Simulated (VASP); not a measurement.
Set up this calculation in VASP 6.6.1, as the native input.

* Task: relaxation of shape and atoms at fixed volume
* Functional: PBE
* Potentials or basis: VASP PAW PBE potentials, release 64 (Au)
* Cutoff: 600 eV
* k mesh: 16 × 16 × 10
* Occupations: gaussian, width 0.1 eV
* Spin: no spin polarisation
* Dipole correction: no
* Further INCAR settings: ALGO = Fast; EDIFF = 1e-06; IBRION = 2; EDIFFG = -0.01; NSW = 50; ISIF = 4

The structure of Au lies in POSCAR:

```
Au
1.0
    1.4608101715     -2.6207934650      0.0000000000
    1.4608101715      2.6207934650      0.0000000000
    0.0000000000      0.0000000000      4.9880814271
Au
2
Direct
    0.6639514441      0.3360485559      0.2500000000
    0.3360485559      0.6639514441      0.7500000000
```

These files were run (other wordings do the same):

INCAR

```
SYSTEM = Au
PREC = Accurate ; ENCUT = 600
EDIFF = 1E-6 ; ISMEAR = 0
SIGMA = 0.1 ; LREAL = .FALSE.
LASPH = .TRUE. ; NELM = 80
ALGO = Fast ; ISIF = 4
LWAVE = .FALSE. ; LCHARG = .FALSE.
GGA = PE ; IBRION = 2
NSW = 50 ; EDIFFG = -0.01
```

KPOINTS

```
regular mesh
0
G
  16 16 10
  0 0 0
```

Potentials or basis: VASP PAW PBE potentials, release 64 (Au).

Run with:

```bash
$ cat potpaw_PBE.64/Au/POTCAR > POTCAR
$ mpirun -np 1 vasp_std > vasp.out
```

It gave:

* Energy gained by relaxing: 0.1 meV/atom
* Ionic steps: 3
* Pressure after relaxing: -6.8 GPa
* Band gap on the k mesh: zero (bands 11 and 12 overlap by 6.05 eV)

Caveat: spin-orbit coupling is left out, which moves the levels of the heavy elements.

It took 3.6 min on 1 thread of AMD EPYC 9R45 96-Core Processor (Zen 5), on a shared host, peak memory 0.35 GiB.
